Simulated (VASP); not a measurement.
# ZnO (P6_3mc) in VASP: notebook

Runs on ZnO. Level: PBEsol. Tasks: relaxation of cell and atoms.

Everything below comes from runs of VASP 6.6.1. Logs are shortened: lines on timing, memory, paths and dates and some standing lists are left out, and cuts for length are marked.

### 1 The cell of the first run

The structure is hexagonal, space group P6_3mc (No. 186). The conventional cell has a = 3.249 Å, b = 3.249 Å, c = 5.206 Å, α = 90.00°, β = 90.00°, γ = 120.00°. Within 2.6 Å of Zn (site symmetry 3m) lie 4 O at 1.97 to 1.98 Å. O (site symmetry 3m) has 4 Zn at 1.97 to 1.98 Å within 2.6 Å.

### 2 Relaxation of cell and atoms, PBEsol, target pressure 20 GPa, at which the enthalpy is minimised

INCAR

```
PREC = Accurate
ENCUT = 600
EDIFF = 1E-6
ISMEAR = -1
SIGMA = 0.05
LREAL = F
LASPH = T
NELM = 80
ALGO = Normal
ISIF = 3
LWAVE = F
LCHARG = F
GGA = PS
IBRION = 2
NSW = 60
EDIFFG = -0.01
PSTRESS = 200.0
```

KPOINTS

```
Automatic mesh
0
Gamma
  9 9 5
```

POSCAR

```
ZnO
1.0
    3.2493080000      0.0000000000      0.0000000000
   -1.6246540000      2.8139832727      0.0000000000
    0.0000000000      0.0000000000      5.2057090000
Zn O
2 2
Direct
    0.6666666667      0.3333333333      0.0000000000
    0.3333333333      0.6666666667      0.5000000000
    0.3333333333      0.6666666667      0.8790100000
    0.6666666667      0.3333333333      0.3790100000
```

Potentials or basis: VASP PAW PBE potentials, release 64 (Zn, O).

Command:

```
$ cat potpaw_PBE.64/Zn/POTCAR potpaw_PBE.64/O/POTCAR > POTCAR
$ mpirun -np 1 vasp_std > vasp.out
```

OUTCAR:

```text
PREC = Accurate
   ENCUT = 600
   EDIFF = 1E-6
   ISMEAR = -1
   LREAL = F
   LASPH = T
   NELM = 80
   ISIF = 3
   GGA = PS
   IBRION = 2
   NSW = 60
   EDIFFG = -0.01
   PSTRESS = 200.0

 ion  position               nearest neighbor table
   1  0.667  0.333  0.000-   4 1.97   3 1.98   3 1.98   3 1.98
   2  0.333  0.667  0.500-   3 1.97   4 1.98   4 1.98   4 1.98
   3  0.333  0.667  0.879-   2 1.97   1 1.98   1 1.98   1 1.98
   4  0.667  0.333  0.379-   1 1.97   2 1.98   2 1.98   2 1.98

  LATTYP: Found a hexagonal cell.
 ALAT       =     3.2493080000
 C/A-ratio  =     1.6020977390

  Lattice vectors:

 A1 = (   3.2493080000,   0.0000000000,   0.0000000000)
 A2 = (  -1.6246540000,   2.8139832727,   0.0000000000)
 A3 = (   0.0000000000,   0.0000000000,   5.2057090000)

Analysis of symmetry for initial positions (statically):
=====================================================================
 Subroutine PRICEL returns:
 Original cell was already a primitive cell.

 Routine SETGRP: Setting up the symmetry group for a
 hexagonal supercell.

 Subroutine GETGRP returns: Found 12 space group operations
 (whereof  6 operations were pure point group operations)
 out of a pool of 24 trial point group operations.

The static configuration has the point symmetry C_3v.
 The point group associated with its full space group is C_6v.

Analysis of symmetry for dynamics (positions and initial velocities):
=====================================================================
 Subroutine PRICEL returns:
 Original cell was already a primitive cell.

 Routine SETGRP: Setting up the symmetry group for a
 hexagonal supercell.

 Subroutine GETGRP returns: Found 12 space group operations
 (whereof  6 operations were pure point group operations)
 out of a pool of 24 trial point group operations.

The dynamic configuration has the point symmetry C_3v.
 The point group associated with its full space group is C_6v.

 Subroutine INISYM returns: Found 12 space group operations
 (whereof  6 operations are pure point group operations),
 and found     1 'primitive' translations

----------------------------------------------------------------------------------------

                                     Primitive cell

  volume of cell :      47.5984

  direct lattice vectors                    reciprocal lattice vectors
     3.249308000  0.000000000  0.000000000     0.307757836  0.177684070  0.000000000
    -1.624654000  2.813983273  0.000000000     0.000000000  0.355368139  0.000000000
     0.000000000  0.000000000  5.205709000     0.000000000  0.000000000  0.192096792

  length of vectors
     3.249308000  3.249308000  5.205709000     0.355368139  0.355368139  0.192096792

  position of ions in fractional coordinates (direct lattice)
     0.666666667  0.333333333  0.000000000
     0.333333333  0.666666667  0.500000000
     0.333333333  0.666666667  0.879010000
     0.666666667  0.333333333  0.379010000

  ion indices of the primitive-cell ions
   primitive index   ion index
                 1           1
                 2           2
                 3           3
                 4           4

----------------------------------------------------------------------------------------

 KPOINTS: Automatic mesh

Automatic generation of k-mesh.
 Grid dimensions read from file:
 generate k-points for:    9    9    5

 Generating k-lattice:

  Cartesian coordinates                     Fractional coordinates (reciprocal lattice)
     0.034195315  0.019742674  0.000000000     0.111111111  0.000000000  0.000000000
     0.000000000  0.039485349  0.000000000     0.000000000  0.111111111  0.000000000
     0.000000000  0.000000000  0.038419358     0.000000000  0.000000000  0.200000000

  Length of vectors
     0.039485349  0.039485349  0.038419358

  Shift w.r.t. Gamma in fractional coordinates (k-lattice)
     0.000000000  0.000000000  0.000000000

 Subroutine IBZKPT returns following result:
 ===========================================

 Found     36 irreducible k-points:

 Following reciprocal coordinates:
            Coordinates               Weight
  0.000000  0.000000  0.000000      1.000000
  0.111111  0.000000  0.000000      6.000000
  0.222222  0.000000  0.000000      6.000000
  0.333333  0.000000  0.000000      6.000000
  0.444444  0.000000  0.000000      6.000000
  0.111111  0.111111  0.000000      6.000000
[... 16 lines left out ...]
  0.333333  0.222222  0.200000     24.000000
  0.333333  0.333333  0.200000      4.000000
 [... further k-points ...]
   k-points           NKPTS =     36   k-points in BZ     NKDIM =     36   number of bands    NBANDS=     22
   number of dos      NEDOS =    301   number of ions     NIONS =      4
   total plane-waves  NPLWV =  32928
   dimension x,y,z NGX =    28 NGY =   28 NGZ =   42
   dimension x,y,z NGXF=    56 NGYF=   56 NGZF=   84
   ions per type =               2   2
   NGX,Y,Z   is equivalent  to a cutoff of  14.33, 14.33, 13.41 a.u.
   NGXF,Y,Z  is equivalent  to a cutoff of  28.65, 28.65, 26.83 a.u.
 SYSTEM =  unknown system
   PREC   = accura    normal or accurate (medium, high low for compatibility)
   ISTART =      0    job   : 0-new  1-cont  2-samecut
   ICHARG =      2    charge: 1-file 2-atom 10-const
   ISPIN  =      1    spin polarized calculation?
   LNONCOLLINEAR =      F non collinear calculations
   LSORBIT =      F    spin-orbit coupling
   LASPH  =      T    aspherical Exc in radial PAW
   ENCUT  =  600.0 eV  44.10 Ry    6.64 a.u.   6.49  6.49 10.40*2*pi/ulx,y,z
   NELM   =     80;   NELMIN=  2; NELMDL= -5     # of ELM steps
   EDIFF  = 0.1E-05   stopping-criterion for ELM
   LREAL  =      F    real-space projection
   EDIFFG = -.1E-01   stopping-criterion for IOM
   NSW    =     60    number of steps for IOM
   IBRION =      2    ionic relax: 0-MD 1-quasi-New 2-CG
   NFREE  =      1    steps in history (QN), initial steepest desc. (CG)
   ISIF   =      3    stress and relaxation
   ISYM   =      2    0-nonsym 1-usesym 2-fastsym
   POTIM  = 0.5000    time-step for ionic-motion
   TEBEG  =    0.0;   TEEND  =   0.0 temperature during run
   PSTRESS=  200.0 pullay stress
   NELECT =      36.0000    total number of electrons
   NUPDOWN=      -1.0000    fix difference up-down
   EMIN   =  10.00;   EMAX   =-10.00  energy-range for DOS
   EFERMI =   0.00;   METHOD = LEGACY
   ISMEAR =    -1;   SIGMA  =   0.05  broadening in eV -4-tet -1-fermi 0-gaus
   EFERMI_NEDOS =   21; number of points for ismear=-14 and -15
   IALGO  =     38    algorithm
   IMIX   =      4    mixing-type and parameters
     AMIX     =   0.40;   BMIX     =  1.00
     AMIX_MAG =   1.60;   BMIX_MAG =  1.00
  volume/ion in A,a.u.               =      11.90        80.30
  Fermi-wavevector in a.u.,A,eV,Ry     =   1.491574  2.818667 30.270160  2.224794
  Thomas-Fermi vector in A             =   2.604212
   LORBIT       =      0    0 simple, 1 ext, 2 COOP (PROOUT), +10 PAW based schemes
   GGA     = PS    functional components
   LHFCALC =     F    Hartree Fock is set to
   AEXX    =    0.0000 exact exchange contribution
   IVDW    =     0    specifies the selected vdW correction
   LEPSILON=     F    determine dielectric tensor
   LRPA    =     F    only Hartree local field effects (RPA)
 conjugate gradient relaxation of ions
 non-spin polarized calculation
  energy-cutoff  :      600.00
  volume of cell :       47.60
 maximum number of plane-waves:      1605
 NGX is ok and might be reduce to    28
   NGX = 13   NGY = 13   NGZ = 21

--------------------------------------- Ionic step        1  -------------------------------------------

 number of electron      36.0000008 magnetization

 Free energy of the ion-electron system (eV)
  ---------------------------------------------------
  ext. energy  EPLUGINS =         0.00000000
  ---------------------------------------------------
  free energy    TOTEN  =       -19.41388307 eV

  energy without entropy =      -19.41387332  energy(sigma->0) =      -19.41387819

------------------------ aborting loop because EDIFF is reached ----------------------------------------

  FORCE on cell =-STRESS in cart. coord.  units (eV):
  Direction    XX          YY          ZZ          XY          YZ          ZX
  --------------------------------------------------------------------------------------
  -------------------------------------------------------------------------------------
  Total       -0.3667715     -0.3667715      0.1428244      0.0000000      0.0000000      0.0000000
  in kB      -12.3456471    -12.3456471      4.8075161      0.0000000      0.0000000      0.0000000
  external PRESSURE =    -206.6279260 kB  Pullay stress =     200.0000000 kB
[... 225 lines left out ...]
  enthalpy is  TOTEN    =       -13.8338820026 eV   P V=        5.3151771707

--------------------------------------- Ionic step        7  -------------------------------------------

 number of electron      35.9999997 magnetization

 Free energy of the ion-electron system (eV)
  ---------------------------------------------------
  ext. energy  EPLUGINS =         0.00000000
  ---------------------------------------------------
  free energy    TOTEN  =       -19.14097808 eV

  energy without entropy =      -19.14097592  energy(sigma->0) =      -19.14097700

 E-fermi :   2.6114     XC(G=0): -11.8062

 val. band max:        2.1578427638   @ k =   0.0000   0.0000   0.0000
 cond. band min:       2.9980092749   @ k =   0.0000   0.0000   0.0000
 fundamental gap:      0.8401665110
 Fermi energy:         2.6114396907

 k-point     1 :       0.0000    0.0000    0.0000
  band No.  band energies     occupation
      1     -16.8919      2.00000
      2     -15.9562      2.00000
      3      -4.5217      2.00000
      4      -4.2123      2.00000
      5      -4.2123      2.00000
      6      -4.1388      2.00000
[... 574 lines left out ...]
      6      -3.7775      2.00000
[... 14 lines left out ...]
     21      10.4574      0.00000
     22      10.4574      0.00000

 [... further k-points ...]

------------------------ aborting loop because EDIFF is reached ----------------------------------------

  FORCE on cell =-STRESS in cart. coord.  units (eV):
  Direction    XX          YY          ZZ          XY          YZ          ZX
  --------------------------------------------------------------------------------------
  -------------------------------------------------------------------------------------
  Total        5.2985146      5.2985146      5.3214284      0.0000000     -0.0000000      0.0000000
  in kB      199.6820851    199.6820851    200.5456230      0.0000000     -0.0000000      0.0000000
  external PRESSURE =      -0.0300689 kB  Pullay stress =     200.0000000 kB
[... 19 lines left out ...]
  FREE ENERGIE OF THE ION-ELECTRON SYSTEM (eV)
  ---------------------------------------------------
  free  energy   TOTEN  =       -19.1409780793 eV

  energy  without entropy=      -19.1409759187  energy(sigma->0) =      -19.14097700

  enthalpy is  TOTEN    =       -13.8340276542 eV   P V=        5.3069504252

 reached required accuracy - stopping structural energy minimisation
```

Run time: 98 s. Hardware: 1 thread of Intel Xeon 6975P-C (Granite Rapids), shared host; peak memory 0.2 GiB.

Results:

```
Free energy                                                : -19.1410 eV
Relaxed volume                                             : 10.63 Å³/atom
Relaxed cell                                               : a = 3.124 Å, b = 3.124 Å, c = 5.029 Å, α = 90.00°, β = 90.00°, γ = 120.00°
Space group after relaxing (to 0.1 Å)                      : P6_3mc (No. 186)
Energy change on relaxing (the run minimises the enthalpy) : +68.2 meV/atom
Ionic steps                                                : 7
Pressure after relaxing                                    : 20.0 GPa
Largest force after relaxing                               : 0.009 eV/Å
Band gap on the k mesh                                     : 0.84 eV
```

Forces in eV/Å, atoms in the order of the input:
```
Zn   0.000  0.000  0.009
Zn   0.000  0.000  0.009
O    0.000  0.000 -0.009
O    0.000  0.000 -0.009
```

Stress tensor (GPa, compression positive):
```
19.97  0.00  0.00
 0.00 19.97  0.00
 0.00  0.00 20.05
```

The path:
```tsv
step	energy change (eV)	largest force (eV/Å)	pressure (GPa)	volume (Å³)
1	0.0000	0.0651	-0.66	47.60
2	1.3223	0.0942	54.46	37.79
3	0.2602	0.0303	19.36	42.62
4	0.2733	0.0287	19.92	42.51
5	0.2857	0.0272	20.45	42.41
6	0.2648	0.0333	19.63	42.58
7	0.2729	0.0094	20.00	42.51
```

Final structure:
```
Zn O
1.0
     3.12435    0.00000    0.00000
    -1.56218    2.70577    0.00000
     0.00000    0.00000    5.02893
Zn O
2 2
Cartesian
  1.5622 0.9019 5.0268
  0.0000 1.8038 2.5123
  0.0000 1.8038 4.4226
  1.5622 0.9019 1.9082
```

Levels at points of the mesh, in eV from the valence-band top:
```tsv
k point	band 16	band 17	band 18	band 19	band 20	band 21
(0.00, 0.00, 0.00)	-0.13	0.00	0.00	0.84	5.51	8.46
```

Caveat: the cell is relaxed towards a set pressure, so the run minimises the enthalpy, not the energy; the PAW data sets were made with another functional, which shifts forces and pressure a little.

### 3 Relaxation of cell and atoms, PBEsol, target pressure 30 GPa, at which the enthalpy is minimised

INCAR

```
SYSTEM = ZnO
ALGO = Normal ; EDIFF = 1E-6
EDIFFG = -0.01 ; ENCUT = 600
GGA = PS ; IBRION = 2
ISIF = 3 ; ISMEAR = -1
LASPH = .TRUE. ; LCHARG = .FALSE.
LREAL = .FALSE. ; LWAVE = .FALSE.
NELM = 80 ; NSW = 60
PREC = Accurate ; PSTRESS = 300.0
SIGMA = 0.05
```

KPOINTS

```
k-points
0
G
  9 9 5
  0 0 0
```

POSCAR is that of step 2.

Potentials or basis: VASP PAW PBE potentials, release 64 (Zn, O).

Command:

```
$ cat potpaw_PBE.64/Zn/POTCAR potpaw_PBE.64/O/POTCAR > POTCAR
$ mpirun -np 1 vasp_std > vasp.out
```

OUTCAR:

```text
SYSTEM = ZnO
   EDIFF = 1E-6
   EDIFFG = -0.01
   ENCUT = 600
   GGA = PS
   IBRION = 2
   ISIF = 3
   ISMEAR = -1
   LASPH = .TRUE.
   LREAL = .FALSE.
   NELM = 80
   NSW = 60
   PREC = Accurate
   PSTRESS = 300.0

 ion  position               nearest neighbor table
   1  0.667  0.333  0.000-   4 1.97   3 1.98   3 1.98   3 1.98
   2  0.333  0.667  0.500-   3 1.97   4 1.98   4 1.98   4 1.98
   3  0.333  0.667  0.879-   2 1.97   1 1.98   1 1.98   1 1.98
   4  0.667  0.333  0.379-   1 1.97   2 1.98   2 1.98   2 1.98

  LATTYP: Found a hexagonal cell.
 ALAT       =     3.2493080000
 C/A-ratio  =     1.6020977390

  Lattice vectors:

 A1 = (   3.2493080000,   0.0000000000,   0.0000000000)
 A2 = (  -1.6246540000,   2.8139832727,   0.0000000000)
 A3 = (   0.0000000000,   0.0000000000,   5.2057090000)

Analysis of symmetry for initial positions (statically):
[... 236 lines left out ...]
      6      -3.1621      2.00000
[... 666 lines left out ...]
  energy  without entropy=      -18.9348152313  energy(sigma->0) =      -18.93481590

  enthalpy is  TOTEN    =       -11.2325380606 eV   P V=        7.7022785113

[... ionic steps 4 to 7 ...]

--------------------------------------- Ionic step        8  -------------------------------------------

 number of electron      36.0000015 magnetization

------------------------ aborting loop because EDIFF is reached ----------------------------------------
[... 75 lines left out ...]
--------------------------------------- Ionic step       10  -------------------------------------------

 number of electron      36.0000015 magnetization

 Free energy of the ion-electron system (eV)
  ---------------------------------------------------
  ext. energy  EPLUGINS =         0.00000000
  ---------------------------------------------------
  free energy    TOTEN  =       -18.88020025 eV

  energy without entropy =      -18.88019901  energy(sigma->0) =      -18.88019963

 E-fermi :   3.0729     XC(G=0): -12.0346

 val. band max:        2.5924933545   @ k =   0.0000   0.0000   0.0000
 cond. band min:       3.4896439911   @ k =   0.0000   0.0000   0.0000
 fundamental gap:      0.8971506366
 Fermi energy:         3.0728980460

 k-point     1 :       0.0000    0.0000    0.0000
  band No.  band energies     occupation
      1     -16.8557      2.00000
      2     -15.8433      2.00000
      3      -4.4657      2.00000
      4      -4.0529      2.00000
      5      -4.0529      2.00000
      6      -3.9726      2.00000
[... 626 lines left out ...]
  energy  without entropy=      -18.8801990053  energy(sigma->0) =      -18.88019963

  enthalpy is  TOTEN    =       -11.2345506868 eV   P V=        7.6456495644

 reached required accuracy - stopping structural energy minimisation
```

OSZICAR:

```text
N       E                     dE             d eps       ncg     rms          rms(c)
DAV:   1     0.310676602733E+03    0.31068E+03   -0.20650E+04  1592   0.264E+03
DAV:   2     0.110248643341E+02   -0.29965E+03   -0.28923E+03  1692   0.475E+02
DAV:   3    -0.214989877865E+02   -0.32524E+02   -0.32264E+02  1818   0.164E+02
DAV:   4    -0.222058073921E+02   -0.70682E+00   -0.70562E+00  1788   0.250E+01
[... 82 lines left out ...]
       N       E                     dE             d eps       ncg     rms          rms(c)
DAV:   1    -0.188802186749E+02   -0.15184E-02   -0.62205E-04  1990   0.352E-01    0.329E-02
DAV:   2    -0.188802039277E+02    0.14747E-04   -0.81377E-05  1960   0.178E-01    0.145E-02
DAV:   3    -0.188802012116E+02    0.27160E-05   -0.14160E-06  1082   0.281E-02    0.763E-03
DAV:   4    -0.188802002512E+02    0.96039E-06   -0.20610E-06   902   0.193E-02
  10 F= -.11234551E+02 E0= -.11234550E+02  d E =-.358411E-03
```

CONTCAR:

```text
ZnO
   1.00000000000000
     3.0827562646227586    0.0000000000000000    0.0000000000000000
    -1.5413781323113793    2.6697452388184080   -0.0000000000000000
    -0.0000000000000000    0.0000000000000000    4.9612910629066178
  Zn              O
     2     2
Direct
     0.6666666667000030    0.3333333332999970    0.9995738375702606
     0.3333333332999970    0.6666666667000030    0.4995738375702606
     0.3333333332999970    0.6666666667000030    0.8794361624297403
     0.6666666667000030    0.3333333332999970    0.3794361624297404

  0.00000000E+00  0.00000000E+00  0.00000000E+00
  0.00000000E+00  0.00000000E+00  0.00000000E+00
  0.00000000E+00  0.00000000E+00  0.00000000E+00
  0.00000000E+00  0.00000000E+00  0.00000000E+00
```

It took 1.8 min on 1 thread of Intel Xeon 6975P-C (Granite Rapids), shared host; peak memory 0.2 GiB.

What came out:

```yaml
Free_energy: -18.8802 eV
Relaxed_volume: 10.21 Å³/atom
Relaxed_cell: a = 3.083 Å, b = 3.083 Å, c = 4.961 Å, α = 90.00°, β = 90.00°, γ = 120.00°
Space_group_after_relaxing_to_0.1_Å: P6_3mc (No. 186)
Energy_change_on_relaxing_the_run_minimises_the_enthalpy: +133.4 meV/atom
Ionic_steps: 10
Pressure_after_relaxing: 30.1 GPa
Largest_force_after_relaxing: 0.010 eV/Å
Band_gap_on_the_k_mesh: 0.90 eV
```

Forces on the atoms (eV/Å):
```
Zn   0.000  0.000  0.010
Zn   0.000  0.000  0.010
O    0.000  0.000 -0.010
O    0.000  0.000 -0.010
```

Step by step:
```csv
step,energy change (eV),largest force (eV/Å),pressure (GPa),volume (Å³)
1,0.0000,0.0651,-0.66,47.60
2,3.3993,0.1574,108.22,33.57
3,0.4791,0.0456,27.97,41.13
4,0.5243,0.0430,29.78,40.88
5,0.5483,0.0416,30.44,40.76
6,0.5209,0.0555,29.58,40.90
7,0.5331,0.0119,30.06,40.84
8,0.5334,0.0108,30.07,40.83
9,0.5352,0.0044,30.09,40.82
10,0.5337,0.0098,30.10,40.83
```

Final structure:
```xyz
4
Lattice="3.0828 0.0000 0.0000 -1.5414 2.6697 0.0000 0.0000 0.0000 4.9613" Properties=species:S:1:pos:R:3 pbc="T T T"
Zn    1.5414    0.8899    4.9592
Zn    0.0000    1.7798    2.4785
O     0.0000    1.7798    4.3631
O     1.5414    0.8899    1.8825
```

Caveat: the cell is relaxed towards a set pressure, so the run minimises the enthalpy, not the energy; the PAW data sets were made with another functional, which shifts forces and pressure a little. A hybrid or GW would open this gap; PBEsol tends to underestimate it.
